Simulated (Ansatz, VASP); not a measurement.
Two plane-wave programs on Bi

```
CELL_PARAMETERS angstrom
-4.18880 4.18880 1.47786
4.18880 -4.18880 1.47786
4.18880 4.18880 -1.47786
ATOMIC_POSITIONS crystal
Bi 0.00000 0.00000 0.00000
```

Alike in both runs: task single point; functional PBEsol; k mesh 12 × 12 × 12; occupations gaussian, width 0.05 eV; no spin polarisation.

```csv
,VASP,Ansatz
version,VASP 6.6.1,Ansatz 0.2.0
potentials or method,"VASP PAW PBE potentials, release 64 (Bi_d), cutoff 520 eV","scalar-relativistic, plane waves, PAW"
valence electrons in the cell,15,15
```

Ansatz gave:

```
gap on the k mesh at the Fermi level (eV)                     : none
pressure (GPa)                                                : -1.1
traceless stress, the component that is largest in VASP (GPa) : -1.83
```

Task: Estimate VASP's values.

Result: gap on the k mesh at the Fermi level (eV): none; pressure (GPa): -1.1; traceless stress, the component that is largest in VASP (GPa): -1.82.

VASP's potentials were made for PBE, not for PBEsol. A gap of «none» marks a metal or a gap that the smearing closes. With one functional, cell and mesh, what is left measures potentials, basis and numerics.

Spin-orbit coupling is off throughout.
